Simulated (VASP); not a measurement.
# MgC2 (P4_2/mnm) in VASP: further runs, part 2 of 2

VASP 6.6.1.

### Step 5. Relaxation of cell and atoms, LDA, target pressure 5 GPa, at which the enthalpy is minimised

This run uses another cell than the first one, of 12.97 Å³/atom.

Input file INCAR:

```
PREC     = Accurate       # precision mode
ENCUT    = 600            # plane-wave cutoff, eV
EDIFF    = 1E-6           # SCF threshold, eV
ISMEAR   = -1             # smearing method
SIGMA    = 0.05           # smearing width, eV
LREAL    = False          # projectors in reciprocal space
LASPH    = True           # aspherical terms in the spheres
NELM     = 100            # most SCF steps
ALGO     = Normal         # electronic algorithm
ISIF     = 3              # what is computed and relaxed
LWAVE    = False          # write WAVECAR
LCHARG   = False          # write CHGCAR
IBRION   = 2              # ionic algorithm
NSW      = 60             # ionic steps
EDIFFG   = -0.01          # ionic threshold
PSTRESS  = 50.0
```

Input file KPOINTS:

```
regular mesh
0
Gamma
  5 5 5
```

Input file POSCAR:

```
MgC2
1.0
    3.9507770000      0.0000000000      0.0000000000
    0.0000000000      3.9507770000      0.0000000000
    0.0000000000      0.0000000000      4.9870890000
Mg C
2 4
Direct
    0.0000000000      0.0000000000      0.5000000000
    0.5000000000      0.5000000000      0.0000000000
    0.3876550000      0.6123450000      0.5000000000
    0.1123450000      0.1123450000      0.0000000000
    0.6123450000      0.3876550000      0.5000000000
    0.8876550000      0.8876550000      0.0000000000
```

Potentials or basis: VASP PAW LDA potentials, release 64 (Mg, C).

Run with:

```bash
$ cat potpaw_LDA.64/Mg/POTCAR potpaw_LDA.64/C/POTCAR > POTCAR
$ mpirun -np 1 vasp_std > vasp.out
```

OUTCAR:

```text
PREC = Accurate
   ENCUT = 600
   EDIFF = 1E-6
   ISMEAR = -1
   LREAL = False
   LASPH = True
   NELM = 100
   ISIF = 3
   IBRION = 2
   NSW = 60
   EDIFFG = -0.01
   PSTRESS = 50.0

 ion  position               nearest neighbor table
   1  0.000  0.000  0.500-   3 2.17   5 2.17   4 2.57   6 2.57   4 2.57   6 2.57   5 2.86   3 2.86
                             5 2.86   3 2.86
   2  0.500  0.500  0.000-   4 2.17   6 2.17   5 2.57   3 2.57   3 2.57   5 2.57   4 2.86   4 2.86
                             6 2.86   6 2.86
   3  0.388  0.612  0.500-   5 1.26   1 2.17   2 2.57   2 2.57   1 2.86   1 2.86
   4  0.112  0.112  0.000-   6 1.26   2 2.17   1 2.57   1 2.57   2 2.86   2 2.86
   5  0.612  0.388  0.500-   3 1.26   1 2.17   2 2.57   2 2.57   1 2.86   1 2.86
   6  0.888  0.888  0.000-   4 1.26   2 2.17   1 2.57   1 2.57   2 2.86   2 2.86

  LATTYP: Found a simple tetragonal cell.
 ALAT       =     3.9507770000
 C/A-ratio  =     1.2623058705

  Lattice vectors:

[... 622 lines left out ...]

 number of electron      20.0000002 magnetization

------------------------ aborting loop because EDIFF is reached ----------------------------------------
[... 79 lines left out ...]
--------------------------------------- Ionic step       12  -------------------------------------------

 number of electron      20.0000002 magnetization

 Free energy of the ion-electron system (eV)
  ---------------------------------------------------
  ext. energy  EPLUGINS =         0.00000000
  ---------------------------------------------------
  free energy    TOTEN  =       -41.14717620 eV

  energy without entropy =      -41.14717620  energy(sigma->0) =      -41.14717620

 E-fermi :   2.7943     XC(G=0): -10.3810

 val. band max:        1.7047695723   @ k =   0.4000   0.4000   0.4000
 cond. band min:       3.7862028671   @ k =   0.0000   0.0000   0.0000
 fundamental gap:      2.0814332949
 Fermi energy:         2.7942566411

 k-point     1 :       0.0000    0.0000    0.0000
  band No.  band energies     occupation
      1     -11.5135      2.00000
      2     -10.3157      2.00000
      3      -2.2596      2.00000
      4      -1.4983      2.00000
      5      -1.2896      2.00000
      6      -1.2896      2.00000
      7       0.3564      2.00000
      8       1.2002      2.00000
      9       1.3896      2.00000
     10       1.3896      2.00000
     11       3.7862      0.00000
     12       7.0051      0.00000
     13       7.1599      0.00000
     14       7.1599      0.00000
[... 324 lines left out ...]
  energy  without entropy=      -41.1471761996  energy(sigma->0) =      -41.14717620

  enthalpy is  TOTEN    =       -38.9968879838 eV   P V=        2.1502882159

 reached required accuracy - stopping structural energy minimisation
```

OSZICAR:

```text
N       E                     dE             d eps       ncg     rms          rms(c)
DAV:   1     0.582102261312E+02    0.58210E+02   -0.93609E+03   504   0.136E+03
DAV:   2    -0.403457697365E+02   -0.98556E+02   -0.95739E+02   682   0.200E+02
DAV:   3    -0.470189614839E+02   -0.66732E+01   -0.66398E+01   648   0.583E+01
[... 92 lines left out ...]
DAV:   1    -0.411471951261E+02   -0.24747E-02   -0.15712E-02   504   0.114E+00    0.432E-02
DAV:   2    -0.411471909051E+02    0.42210E-05   -0.32460E-04   600   0.140E-01    0.311E-02
DAV:   3    -0.411471775269E+02    0.13378E-04   -0.97993E-05   510   0.746E-02    0.726E-03
DAV:   4    -0.411471762616E+02    0.12653E-05   -0.14509E-05   504   0.290E-02    0.632E-03
DAV:   5    -0.411471761998E+02    0.61851E-07   -0.77489E-07   252   0.849E-03
  12 F= -.38996888E+02 E0= -.38996888E+02  d E =-.358032E-04
```

CONTCAR:

```text
MgC2
   1.00000000000000
     3.8297335335878260    0.0000000000000000    0.0000000000000000
     0.0000000000000000    3.8297335335878260    0.0000000000000000
     0.0000000000000000    0.0000000000000000    4.6978607308198272
  Mg              C
     2     4
Direct
     0.0000000000000000    0.0000000000000000    0.5000000000000000
     0.5000000000000000    0.5000000000000000    0.0000000000000000
     0.3854197528947750    0.6145802471052250    0.5000000000000000
     0.1145802471052249    0.1145802471052249    0.0000000000000000
     0.6145802471052250    0.3854197528947750    0.5000000000000000
     0.8854197528947750    0.8854197528947750    0.0000000000000000

  0.00000000E+00  0.00000000E+00  0.00000000E+00
  0.00000000E+00  0.00000000E+00  0.00000000E+00
  0.00000000E+00  0.00000000E+00  0.00000000E+00
  0.00000000E+00  0.00000000E+00  0.00000000E+00
  0.00000000E+00  0.00000000E+00  0.00000000E+00
  0.00000000E+00  0.00000000E+00  0.00000000E+00
```

Run time: 3 min. Hardware: 1 thread of Intel Xeon 8259CL, shared host; peak memory 0.19 GiB.

Results:

```
Free energy                                                : -41.1472 eV
Relaxed volume                                             : 11.48 Å³/atom
Relaxed cell                                               : a = 3.830 Å, b = 3.830 Å, c = 4.698 Å, α = 90.00°, β = 90.00°, γ = 90.00°
Space group after relaxing (to 0.1 Å)                      : P4_2/mnm (No. 136)
Energy change on relaxing (the run minimises the enthalpy) : -7.5 meV/atom
Ionic steps                                                : 12
Pressure after relaxing                                    : 4.9 GPa
Largest force after relaxing                               : 0.006 eV/Å
Band gap on the k mesh                                     : 2.08 eV (least direct gap 2.40 eV)
```

Forces in eV/Å, atoms in the order of the input:
```
Mg   0.000  0.000  0.000
Mg   0.000  0.000  0.000
C   -0.004  0.004  0.000
C    0.004  0.004  0.000
C    0.004 -0.004  0.000
C   -0.004 -0.004  0.000
```

The path:
```tsv
step	energy change (eV)	largest force (eV/Å)	pressure (GPa)	volume (Å³)
1	0.0000	0.3784	-6.00	77.84
2	0.5721	8.1634	18.80	68.23
3	-0.0293	2.3033	1.73	74.04
4	-0.0648	0.3951	4.09	70.29
5	-0.0413	0.0997	4.94	69.32
6	-0.0442	0.0525	4.85	69.41
7	-0.0461	0.0507	4.83	69.35
8	-0.0491	0.0496	4.80	69.18
9	-0.0421	0.0494	4.85	68.82
10	-0.0457	0.0488	4.82	68.92
11	-0.0427	0.2221	5.34	68.84
12	-0.0452	0.0061	4.93	68.90
```

Final structure:
```yaml
crystal:
  lattice:
    - [3.82973, 0.00000, 0.00000]
    - [0.00000, 3.82973, 0.00000]
    - [0.00000, 0.00000, 4.69786]
  atoms:
    - { symbol: Mg, position: [0.00000, 0.00000, 0.50000] }
    - { symbol: Mg, position: [0.50000, 0.50000, 0.00000] }
    - { symbol: C, position: [0.38542, 0.61458, 0.50000] }
    - { symbol: C, position: [0.11458, 0.11458, 0.00000] }
    - { symbol: C, position: [0.61458, 0.38542, 0.50000] }
    - { symbol: C, position: [0.88542, 0.88542, 0.00000] }
```

Levels at points of the mesh, in eV from the valence-band top:
| k point | band 6 | band 7 | band 8 | band 9 | band 10 | band 11 | band 12 | band 13 | band 14 |
| --- | --- | --- | --- | --- | --- | --- | --- | --- | --- |
| (0.00, 0.00, 0.00) | -2.99 | -1.35 | -0.50 | -0.32 | -0.32 | 2.08 | 5.30 | 5.46 | 5.46 |

Caveat: the cell is relaxed towards a set pressure, so the run minimises the enthalpy, not the energy.

### Step 6. Summary

```csv
task,level,potentials or basis,cell,cutoff (eV),gap on the mesh (eV),pressure (GPa),largest force (eV/Å)
single point,revPBE,"VASP PAW PBE potentials, release 64 (Mg, C)","a = 3.973, b = 3.973, c = 5.051 Å, 6 atoms, atomic positions A",520,2.78,-0.1,0.16
single point,BLYP,"VASP PAW PBE potentials, release 64 (Mg, C)","a = 3.956, b = 3.956, c = 5.113 Å, 6 atoms, atomic positions B",520,3.02,-0.1,0.01
relaxation of cell and atoms,LDA,"VASP PAW LDA potentials, release 64 (Mg, C)","relaxed to 2 GPa from a = 3.951, b = 3.951, c = 4.987 Å, 6 atoms, atomic positions C",600,2.20,1.9,-
relaxation of cell and atoms,LDA,"VASP PAW LDA potentials, release 64 (Mg, C)","relaxed to 5 GPa from a = 3.951, b = 3.951, c = 4.987 Å, 6 atoms, atomic positions C",600,2.08,4.9,0.01
```

Alike in all rows: no spin polarisation; k mesh 5 × 5 × 5; smearing fermi-dirac 0.05 eV.

Caveats: the PAW data sets were made with another functional, which shifts forces and pressure a little (at least some runs); the cell is relaxed towards a set pressure, so the run minimises the enthalpy, not the energy (at least some runs).

Absolute energies hang on the potentials; compare differences alone.
